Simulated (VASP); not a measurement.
Set up this calculation in VASP 6.6.1, as the native input.

```yaml
Task: single point
Functional: LDA
Potentials_or_basis: VASP PAW LDA potentials, release 64 (Rb_sv, Ca_sv, Br)
Cutoff: 520 eV
k_mesh: 4 × 4 × 4
Occupations: gaussian, width 0.05 eV
Spin: no spin polarisation
Dipole_correction: no
Further_INCAR_settings: ALGO = Normal; EDIFF = 1e-07; NBANDS = 28
```

The structure of RbCaBr3 lies in POSCAR:

```
RbCaBr3
1.0
    5.9087907000      0.0000000000      0.0000000000
    0.0000000000      5.9087907000      0.0000000000
    0.0000000000      0.0000000000      5.9087907000
Rb Ca Br
1 1 3
Direct
    0.5000000000      0.5000000000      0.5000000000
    0.0000000000      0.0000000000      0.0000000000
    0.5000000000      0.0000000000      0.0000000000
    0.0000000000      0.5000000000      0.0000000000
    0.0000000000      0.0000000000      0.5000000000
```

This cell differs from its parent crystal: strain +0.030 along x and y, +0.030 along z.

One way to write it, as run:

INCAR

```
PREC = Accurate
ENCUT = 520
EDIFF = 1E-7
ISMEAR = 0
SIGMA = 0.05
LREAL = False
LASPH = True
NELM = 100
ALGO = Normal
ISIF = 2
LWAVE = False
LCHARG = False
GGA = CA
NBANDS = 28
```

KPOINTS

```
regular mesh
0
Gamma
  4 4 4
```

Potentials or basis: VASP PAW LDA potentials, release 64 (Rb_sv, Ca_sv, Br).

The run is started by

```sh
$ cat potpaw_LDA.64/Rb_sv/POTCAR potpaw_LDA.64/Ca_sv/POTCAR potpaw_LDA.64/Br/POTCAR > POTCAR
$ mpirun -np 1 vasp_std > vasp.out
```

Results of the run:

```yaml
Pressure: -3.4 GPa
Band_gap_on_the_k_mesh: 3.52 eV, indirect (least direct gap 3.81 eV)
```

Caveat: the cell differs from its parent crystal (strain +0.030 along x and y, +0.030 along z).

Wall time 27 s on 1 thread of Intel(R) Xeon(R) 6975P-C (Granite Rapids) (shared host), peak memory 0.28 GiB.
